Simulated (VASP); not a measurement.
# BaZrO3 (Pm-3m) in VASP: notebook

BaZrO3 is run at these levels: PBE; tasks: single point.

All numbers are computed with VASP 6.6.1; they aren't measurements. Logs are shortened: lines on timing, memory, paths and dates and some standing lists are left out, and cuts for length are marked.

### Step 1. The cell of the first run

The structure is cubic, space group Pm-3m (No. 221). Conventional cell: a = 4.163 Å, b = 4.163 Å, c = 4.163 Å, α = 90.00°, β = 90.00°, γ = 90.00°. Ba (site symmetry m-3m) has 12 O at 2.94 Å and 8 Zr at 3.61 Å within 3.9 Å. Zr (site symmetry m-3m) has 6 O at 2.08 Å within 2.8 Å. Within 2.8 Å of O (site symmetry 4/mmm) lie 2 Zr at 2.08 Å.

### Step 2. Single point, PBE

Contents of INCAR:

```
SYSTEM = BaZrO3
PREC = Accurate
ENCUT = 520
EDIFF = 1E-6
ISMEAR = 0
SIGMA = 0.01
LREAL = .False.
LASPH = .True.
NELM = 80
ALGO = Normal
ISIF = 2
LWAVE = .False.
LCHARG = .False.
GGA = PE
NBANDS = 28
```

Contents of KPOINTS:

```
Automatic mesh
0
Gamma
  6 6 6
  0 0 0
```

Contents of POSCAR:

```
BaZrO3
1.0
    4.1632093537      0.0000000000      0.0000000000
    0.0000000000      4.1632093537      0.0000000000
    0.0000000000      0.0000000000      4.1632093537
Ba Zr O
1 1 3
Direct
    0.0000000000      0.0000000000      0.0000000000
    0.5000000000      0.5000000000      0.5000000000
    0.0000000000      0.5000000000      0.5000000000
    0.5000000000      0.0000000000      0.5000000000
    0.5000000000      0.5000000000      0.0000000000
```

Potentials or basis: VASP PAW PBE potentials, release 64 (Ba_sv, Zr_sv, O).

Run with:

```
$ cat potpaw_PBE.64/Ba_sv/POTCAR potpaw_PBE.64/Zr_sv/POTCAR potpaw_PBE.64/O/POTCAR > POTCAR
$ mpirun -np 1 vasp_std > vasp.out
```

OUTCAR:

```text
SYSTEM = BaZrO3
   PREC = Accurate
   ENCUT = 520
   EDIFF = 1E-6
   ISMEAR = 0
   LREAL = .False.
   LASPH = .True.
   NELM = 80
   ISIF = 2
   GGA = PE

 ion  position               nearest neighbor table
   1  0.000  0.000  0.000-   3 2.94   4 2.94   5 2.94   3 2.94   4 2.94   3 2.94   5 2.94   3 2.94
                             4 2.94   5 2.94   4 2.94   5 2.94   2 3.61   2 3.61   2 3.61   2 3.61
   2  0.500  0.500  0.500-   3 2.08   4 2.08   5 2.08   5 2.08   4 2.08   3 2.08   1 3.61   1 3.61
                             1 3.61   1 3.61   1 3.61   1 3.61   1 3.61   1 3.61
   3  0.000  0.500  0.500-   2 2.08   2 2.08   1 2.94   1 2.94   1 2.94   1 2.94
   4  0.500  0.000  0.500-   2 2.08   2 2.08   1 2.94   1 2.94   1 2.94   1 2.94
   5  0.500  0.500  0.000-   2 2.08   2 2.08   1 2.94   1 2.94   1 2.94   1 2.94

  LATTYP: Found a simple cubic cell.
 ALAT       =     4.1632093537

  Lattice vectors:

 A1 = (   4.1632093537,   0.0000000000,   0.0000000000)
 A2 = (   0.0000000000,   4.1632093537,   0.0000000000)
 A3 = (   0.0000000000,   0.0000000000,   4.1632093537)

Analysis of symmetry for initial positions (statically):
=====================================================================
 Subroutine PRICEL returns:
 Original cell was already a primitive cell.

 Routine SETGRP: Setting up the symmetry group for a
 simple cubic supercell.

 Subroutine GETGRP returns: Found 48 space group operations
 (whereof 48 operations were pure point group operations)
 out of a pool of 48 trial point group operations.

The static configuration has the point symmetry O_h .

Analysis of symmetry for dynamics (positions and initial velocities):
=====================================================================
 Subroutine PRICEL returns:
 Original cell was already a primitive cell.

 Routine SETGRP: Setting up the symmetry group for a
 simple cubic supercell.

 Subroutine GETGRP returns: Found 48 space group operations
 (whereof 48 operations were pure point group operations)
 out of a pool of 48 trial point group operations.

The dynamic configuration has the point symmetry O_h .

 Subroutine INISYM returns: Found 48 space group operations
 (whereof 48 operations are pure point group operations),
 and found     1 'primitive' translations

----------------------------------------------------------------------------------------

                                     Primitive cell

  volume of cell :      72.1580

  direct lattice vectors                    reciprocal lattice vectors
     4.163209354  0.000000000  0.000000000     0.240199307  0.000000000  0.000000000
     0.000000000  4.163209354  0.000000000     0.000000000  0.240199307  0.000000000
     0.000000000  0.000000000  4.163209354     0.000000000  0.000000000  0.240199307

  length of vectors
     4.163209354  4.163209354  4.163209354     0.240199307  0.240199307  0.240199307

  position of ions in fractional coordinates (direct lattice)
     0.000000000  0.000000000  0.000000000
     0.500000000  0.500000000  0.500000000
     0.000000000  0.500000000  0.500000000
     0.500000000  0.000000000  0.500000000
     0.500000000  0.500000000  0.000000000

  ion indices of the primitive-cell ions
   primitive index   ion index
                 1           1
                 2           2
                 3           3
                 4           4
                 5           5

----------------------------------------------------------------------------------------

 KPOINTS: Automatic mesh

Automatic generation of k-mesh.
 Grid dimensions read from file:
 generate k-points for:    6    6    6

 Generating k-lattice:

  Cartesian coordinates                     Fractional coordinates (reciprocal lattice)
     0.040033218  0.000000000  0.000000000     0.166666667  0.000000000  0.000000000
     0.000000000  0.040033218  0.000000000     0.000000000  0.166666667  0.000000000
     0.000000000  0.000000000  0.040033218     0.000000000  0.000000000  0.166666667

  Length of vectors
     0.040033218  0.040033218  0.040033218

  Shift w.r.t. Gamma in fractional coordinates (k-lattice)
     0.000000000  0.000000000  0.000000000

 Subroutine IBZKPT returns following result:
 ===========================================

 Found     20 irreducible k-points:

 Following reciprocal coordinates:
            Coordinates               Weight
  0.000000  0.000000  0.000000      1.000000
  0.166667  0.000000  0.000000      6.000000
  0.333333  0.000000  0.000000      6.000000
  0.500000  0.000000  0.000000      3.000000
  0.166667  0.166667  0.000000     12.000000
  0.333333  0.166667  0.000000     24.000000
[... 12 lines left out ...]
  0.500000  0.500000  0.333333      6.000000
  0.500000  0.500000  0.500000      1.000000
   k-points           NKPTS =     20   k-points in BZ     NKDIM =     20   number of bands    NBANDS=     28
   number of dos      NEDOS =    301   number of ions     NIONS =      5
   total plane-waves  NPLWV =  32768
   dimension x,y,z NGX =    32 NGY =   32 NGZ =   32
   dimension x,y,z NGXF=    64 NGYF=   64 NGZF=   64
   ions per type =               1   1   3
   NGX,Y,Z   is equivalent  to a cutoff of  12.78, 12.78, 12.78 a.u.
   NGXF,Y,Z  is equivalent  to a cutoff of  25.56, 25.56, 25.56 a.u.
 SYSTEM =  BaZrO3
   PREC   = accura    normal or accurate (medium, high low for compatibility)
   ISTART =      0    job   : 0-new  1-cont  2-samecut
   ICHARG =      2    charge: 1-file 2-atom 10-const
   ISPIN  =      1    spin polarized calculation?
   LNONCOLLINEAR =      F non collinear calculations
   LSORBIT =      F    spin-orbit coupling
   LASPH  =      T    aspherical Exc in radial PAW
   ENCUT  =  520.0 eV  38.22 Ry    6.18 a.u.   7.74  7.74  7.74*2*pi/ulx,y,z
   NELM   =     80;   NELMIN=  2; NELMDL= -5     # of ELM steps
   EDIFF  = 0.1E-05   stopping-criterion for ELM
   LREAL  =      F    real-space projection
   EDIFFG = 0.1E-04   stopping-criterion for IOM
   NSW    =      0    number of steps for IOM
   IBRION =     -1    ionic relax: 0-MD 1-quasi-New 2-CG
   NFREE  =      0    steps in history (QN), initial steepest desc. (CG)
   ISIF   =      2    stress and relaxation
   ISYM   =      2    0-nonsym 1-usesym 2-fastsym
   POTIM  = 0.5000    time-step for ionic-motion
   TEBEG  =    0.0;   TEEND  =   0.0 temperature during run
   PSTRESS=    0.0 pullay stress
   NELECT =      40.0000    total number of electrons
   NUPDOWN=      -1.0000    fix difference up-down
   EMIN   =  10.00;   EMAX   =-10.00  energy-range for DOS
   EFERMI =   0.00;   METHOD = LEGACY
   ISMEAR =     0;   SIGMA  =   0.01  broadening in eV -4-tet -1-fermi 0-gaus
   EFERMI_NEDOS =   21; number of points for ismear=-14 and -15
   IALGO  =     38    algorithm
   IMIX   =      4    mixing-type and parameters
     AMIX     =   0.40;   BMIX     =  1.00
     AMIX_MAG =   1.60;   BMIX_MAG =  1.00
  volume/ion in A,a.u.               =      14.43        97.39
  Fermi-wavevector in a.u.,A,eV,Ry     =   1.344827  2.541355 24.606966  1.808561
  Thomas-Fermi vector in A             =   2.472790
   LORBIT       =      0    0 simple, 1 ext, 2 COOP (PROOUT), +10 PAW based schemes
   GGA     = PE    functional components
   LHFCALC =     F    Hartree Fock is set to
   AEXX    =    0.0000 exact exchange contribution
   IVDW    =     0    specifies the selected vdW correction
   LEPSILON=     F    determine dielectric tensor
   LRPA    =     F    only Hartree local field effects (RPA)
 non-spin polarized calculation
 Gauss-broadening in eV      SIGMA  =   0.01
  energy-cutoff  :      520.00
  volume of cell :       72.16
 maximum number of plane-waves:      1980
 NGX is ok and might be reduce to    32
   NGX = 15   NGY = 15   NGZ = 15

 number of electron      40.0000011 magnetization

 Free energy of the ion-electron system (eV)
  ---------------------------------------------------
  ext. energy  EPLUGINS =         0.00000000
  ---------------------------------------------------
  free energy    TOTEN  =       -41.62140760 eV

  energy without entropy =      -41.62140760  energy(sigma->0) =      -41.62140760

 E-fermi :   4.0417     XC(G=0): -10.8738

 val. band max:        3.9352152130   @ k =   0.5000   0.5000   0.5000
 cond. band min:       7.1677722962   @ k =   0.0000   0.0000   0.0000
 fundamental gap:      3.2325570832
 Fermi energy:         4.0416925826

 k-point     1 :       0.0000    0.0000    0.0000
  band No.  band energies     occupation
      1     -42.9577      2.00000
      2     -21.3201      2.00000
      3     -21.1474      2.00000
      4     -21.1474      2.00000
      5     -21.1474      2.00000
      6     -12.4708      2.00000
[... 20 lines left out ...]
     27      11.5991      0.00000
     28      11.5991      0.00000

 k-point     2 :       0.1667    0.0000    0.0000
  band No.  band energies     occupation
      1     -42.9568      2.00000
      2     -21.3964      2.00000
      3     -21.1454      2.00000
      4     -21.1454      2.00000
      5     -21.1249      2.00000
      6     -12.4839      2.00000
[... 20 lines left out ...]
     27      11.6008      0.00000
     28      12.2429      0.00000

 k-point     3 :       0.3333    0.0000    0.0000
  band No.  band energies     occupation
      1     -42.9549      2.00000
      2     -21.5334      2.00000
      3     -21.1416      2.00000
      4     -21.1416      2.00000
      5     -21.0890      2.00000
      6     -12.6030      2.00000
[... 20 lines left out ...]
     27      11.6259      0.00000
     28      12.0039      0.00000

 k-point     4 :       0.5000    0.0000    0.0000
  band No.  band energies     occupation
      1     -42.9539      2.00000
      2     -21.5976      2.00000
      3     -21.1396      2.00000
      4     -21.1396      2.00000
      5     -21.0724      2.00000
      6     -12.6682      2.00000
[... 454 lines left out ...]
     27      12.3149      0.00000
     28      13.0102      0.00000

 k-point    19 :       0.5000    0.5000    0.3333
  band No.  band energies     occupation
      1     -42.9474      2.00000
      2     -21.4082      2.00000
      3     -21.4082      2.00000
      4     -21.3403      2.00000
      5     -21.1868      2.00000
      6     -11.4966      2.00000
[... 20 lines left out ...]
     27      12.5789      0.00000
     28      13.3398      0.00000

 k-point    20 :       0.5000    0.5000    0.5000
  band No.  band energies     occupation
      1     -42.9464      2.00000
      2     -21.4055      2.00000
      3     -21.4055      2.00000
      4     -21.4055      2.00000
      5     -21.1768      2.00000
      6     -11.1917      2.00000
[... 20 lines left out ...]
     27      13.2131      0.00000
     28      13.2131      0.00000

------------------------ aborting loop because EDIFF is reached ----------------------------------------

  FORCE on cell =-STRESS in cart. coord.  units (eV):
  Direction    XX          YY          ZZ          XY          YZ          ZX
  --------------------------------------------------------------------------------------
  -------------------------------------------------------------------------------------
  Total        3.9268933      3.9268933      3.9268933     -0.0000000      0.0000000     -0.0000000
  in kB       87.1916579     87.1916579     87.1916579     -0.0000000      0.0000000     -0.0000000
  external PRESSURE =      87.1916579 kB  Pullay stress =       0.0000000 kB

 VOLUME and BASIS-vectors are now :
 -----------------------------------------------------------------------------
  energy-cutoff  :      520.00
  volume of cell :       72.16
      direct lattice vectors                 reciprocal lattice vectors
     4.163209354  0.000000000  0.000000000     0.240199307  0.000000000  0.000000000
     0.000000000  4.163209354  0.000000000     0.000000000  0.240199307  0.000000000
     0.000000000  0.000000000  4.163209354     0.000000000  0.000000000  0.240199307

 POSITION                                       TOTAL-FORCE (eV/Angst)
 -----------------------------------------------------------------------------------
      0.00000      0.00000      0.00000         0.000000      0.000000      0.000000
      2.08160      2.08160      2.08160         0.000000      0.000000      0.000000
      0.00000      2.08160      2.08160         0.000000      0.000000      0.000000
      2.08160      0.00000      2.08160         0.000000      0.000000      0.000000
      2.08160      2.08160      0.00000         0.000000      0.000000      0.000000
 -----------------------------------------------------------------------------------
    total drift:                                0.000000     -0.000000     -0.000000

  FREE ENERGIE OF THE ION-ELECTRON SYSTEM (eV)
  ---------------------------------------------------
  free  energy   TOTEN  =       -41.6214075991 eV

  energy  without entropy=      -41.6214075991  energy(sigma->0) =      -41.62140760
```

Run time: 31 s. Hardware: 1 thread of Intel Xeon 8259CL, shared host; peak memory 0.2 GiB.

What came out:

| Property | Result |
| --- | --- |
| Free energy | -41.6214 eV |
| Pressure | 8.7 GPa |
| Band gap on the k mesh | 3.23 eV, indirect (least direct gap 3.43 eV) |

Levels at points of the mesh, in eV from the valence-band top:
```tsv
k point	band 17	band 18	band 19	band 20	band 21	band 22	band 23	band 24
(0.00, 0.00, 0.00)	-1.01	-0.20	-0.20	-0.20	3.23	3.23	3.23	4.68
(0.50, 0.00, 0.00)	-1.76	-1.73	-0.42	-0.42	3.70	5.85	5.85	6.51
(0.50, 0.50, 0.00)	-0.93	-0.93	-0.74	-0.08	5.81	5.81	6.58	6.62
(0.50, 0.50, 0.50)	-2.55	0.00	0.00	0.00	6.06	6.06	6.06	7.18
```

Caveat: spin-orbit coupling is left out, which moves the levels of the heavy elements.

### Step 3. Single point, PBE

This run uses another cell than the first one, of 14.87 Å³/atom, 1.031 times its volume.

Contents of INCAR:

```
SYSTEM = BaZrO3
PREC = Accurate ; ENCUT = 520
EDIFF = 1E-6 ; ISMEAR = 0
SIGMA = 0.01 ; LREAL = .FALSE.
LASPH = .TRUE. ; NELM = 60
ALGO = Normal ; ISIF = 2
LWAVE = .FALSE. ; LCHARG = .FALSE.
GGA = PE ; NBANDS = 28
```

Contents of KPOINTS:

```
regular mesh
0
G
  6 6 6
  0 0 0
```

Edit POSCAR of step 2 so:

```diff
@@ -2,5 +2,5 @@
 1.0
-    4.1632093537      0.0000000000      0.0000000000
-    0.0000000000      4.1632093537      0.0000000000
-    0.0000000000      0.0000000000      4.1632093537
+    4.2052648199      0.0000000000      0.0000000000
+    0.0000000000      4.2052648199      0.0000000000
+    0.0000000000      0.0000000000      4.2052648199
 Ba Zr O
```

Potentials or basis: VASP PAW PBE potentials, release 64 (Ba_sv, Zr_sv, O).

Run with:

```
$ cat potpaw_PBE.64/Ba_sv/POTCAR potpaw_PBE.64/Zr_sv/POTCAR potpaw_PBE.64/O/POTCAR > POTCAR
$ mpirun -np 1 vasp_std > vasp.out
```

Wall time 36 s (1 thread of Intel Xeon 8259CL, shared host); peak memory 0.2 GiB.

The run converged. Its results:

```yaml
Free_energy: -41.7064 eV
Pressure: 3.4 GPa
Band_gap_on_the_k_mesh: 3.17 eV, indirect (least direct gap 3.40 eV)
```

Levels at points of the mesh, in eV from the valence-band top:
| k point | band 17 | band 18 | band 19 | band 20 | band 21 | band 22 | band 23 | band 24 |
| --- | --- | --- | --- | --- | --- | --- | --- | --- |
| (0.00, 0.00, 0.00) | -0.97 | -0.24 | -0.24 | -0.24 | 3.17 | 3.17 | 3.17 | 4.64 |
| (0.50, 0.00, 0.00) | -1.72 | -1.65 | -0.47 | -0.47 | 3.60 | 5.64 | 5.64 | 6.39 |
| (0.50, 0.50, 0.00) | -0.93 | -0.93 | -0.81 | -0.08 | 5.61 | 5.61 | 6.40 | 6.44 |
| (0.50, 0.50, 0.50) | -2.53 | 0.00 | 0.00 | 0.00 | 5.94 | 5.94 | 5.94 | 6.91 |

Caveat: spin-orbit coupling is left out, which moves the levels of the heavy elements. A k mesh can miss the band edges.

### Step 4. Single point, PBE

This run uses another cell than the first one, of 15.32 Å³/atom, 1.061 times its volume.

Contents of INCAR:

```
  PREC = Accurate
  ENCUT = 520
  EDIFF = 1E-6
  ISMEAR = 0
  SIGMA = 0.01
  LREAL = F
  LASPH = T
  NELM = 80
  ALGO = Normal
  ISIF = 2
  LWAVE = F
  LCHARG = T
  GGA = PE
  LELF = T
  LVHAR = T
  NBANDS = 28
```

Contents of KPOINTS:

```
regular mesh
0
Gamma
  6 6 6
```

Edit POSCAR of step 3 so:

```diff
@@ -2,5 +2,5 @@
 1.0
-    4.2052648199      0.0000000000      0.0000000000
-    0.0000000000      4.2052648199      0.0000000000
-    0.0000000000      0.0000000000      4.2052648199
+    4.2464955356      0.0000000000      0.0000000000
+    0.0000000000      4.2464955356      0.0000000000
+    0.0000000000      0.0000000000      4.2464955356
 Ba Zr O
```

Run with:

```
$ cat potpaw_PBE.64/Ba_sv/POTCAR potpaw_PBE.64/Zr_sv/POTCAR potpaw_PBE.64/O/POTCAR > POTCAR
$ mpirun -np 1 vasp_std > vasp.out
```

It took 37 s on 1 thread of Intel Xeon 8259CL, shared host; peak memory 0.2 GiB.

It converged, with:

```yaml
Free_energy: -41.7239 eV
Pressure: -1.1 GPa
Band_gap_on_the_k_mesh: 3.10 eV, indirect (least direct gap 3.36 eV)
```

Levels at points of the mesh, in eV from the valence-band top:
| k point | band 16 | band 17 | band 18 | band 19 | band 20 | band 21 | band 22 | band 23 | band 24 | band 25 |
| --- | --- | --- | --- | --- | --- | --- | --- | --- | --- | --- |
| (0.00, 0.00, 0.00) | -0.93 | -0.93 | -0.26 | -0.26 | -0.26 | 3.10 | 3.10 | 3.10 | 4.60 | 4.60 |
| (0.50, 0.00, 0.00) | -1.68 | -1.68 | -1.58 | -0.50 | -0.50 | 3.51 | 5.45 | 5.45 | 6.29 | 6.49 |
| (0.50, 0.50, 0.00) | -2.28 | -0.93 | -0.93 | -0.88 | -0.07 | 5.43 | 5.43 | 6.22 | 6.26 | 7.42 |
| (0.50, 0.50, 0.50) | -2.51 | -2.51 | 0.00 | 0.00 | 0.00 | 5.83 | 5.83 | 5.83 | 6.66 | 6.66 |

Caveat: spin-orbit coupling is left out, which moves the levels of the heavy elements.

### Step 5. Single point, PBE

This run uses another cell than the first one, of 15.76 Å³/atom, 1.092 times its volume.

Contents of INCAR:

```
SYSTEM = BaZrO3
PREC = Accurate
ENCUT = 520
EDIFF = 1E-6
ISMEAR = 0
SIGMA = 0.01
LREAL = .False.
LASPH = .True.
NELM = 80
ALGO = Normal
ISIF = 2
LWAVE = .False.
LCHARG = .False.
GGA = PE
NBANDS = 28
```

Contents of KPOINTS:

```
regular mesh
0
Gamma
  6 6 6
  0 0 0
```

Edit POSCAR of step 4 so:

```diff
@@ -2,5 +2,5 @@
 1.0
-    4.2464955356      0.0000000000      0.0000000000
-    0.0000000000      4.2464955356      0.0000000000
-    0.0000000000      0.0000000000      4.2464955356
+    4.2869407844      0.0000000000      0.0000000000
+    0.0000000000      4.2869407844      0.0000000000
+    0.0000000000      0.0000000000      4.2869407844
 Ba Zr O
```

Run with:

```
$ cat potpaw_PBE.64/Ba_sv/POTCAR potpaw_PBE.64/Zr_sv/POTCAR potpaw_PBE.64/O/POTCAR > POTCAR
$ mpirun -np 1 vasp_std > vasp.out
```

Run time: 46 s. Hardware: 1 thread of Intel Xeon 8259CL, shared host; peak memory 0.2 GiB.

Results (log left out):

```yaml
Free_energy: -41.6838 eV
Pressure: -5.0 GPa
Band_gap_on_the_k_mesh: 3.03 eV, indirect (least direct gap 3.32 eV)
```

Levels at points of the mesh, in eV from the valence-band top:
```csv
k point,band 18,band 19,band 20,band 21,band 22,band 23
"(0.00, 0.00, 0.00)",-0.29,-0.29,-0.29,3.03,3.03,3.03
"(0.50, 0.00, 0.00)",-1.51,-0.53,-0.53,3.42,5.27,5.27
"(0.50, 0.50, 0.00)",-0.93,-0.93,-0.07,5.25,5.25,6.05
"(0.50, 0.50, 0.50)",0.00,0.00,0.00,5.72,5.72,5.72
```

Caveat: spin-orbit coupling is left out, which moves the levels of the heavy elements.

### Step 6. Summary

| cell | gap on the mesh (eV) | pressure (GPa) |
| --- | --- | --- |
| a = 4.163 Å, 5 atoms | 3.23 | 8.7 |
| a = 4.205 Å, 5 atoms | 3.17 | 3.4 |
| a = 4.246 Å, 5 atoms | 3.10 | -1.1 |
| a = 4.287 Å, 5 atoms | 3.03 | -5.0 |

Alike in all rows: task single point; level PBE; potentials or basis VASP PAW PBE potentials, release 64 (Ba_sv, Zr_sv, O); no spin polarisation; k mesh 6 × 6 × 6; cutoff (eV) 520; smearing gaussian 0.01 eV.

Caveats: spin-orbit coupling is left out, which moves the levels of the heavy elements.

Total energies depend on the potentials used, so only differences within one code and one set of settings carry meaning.
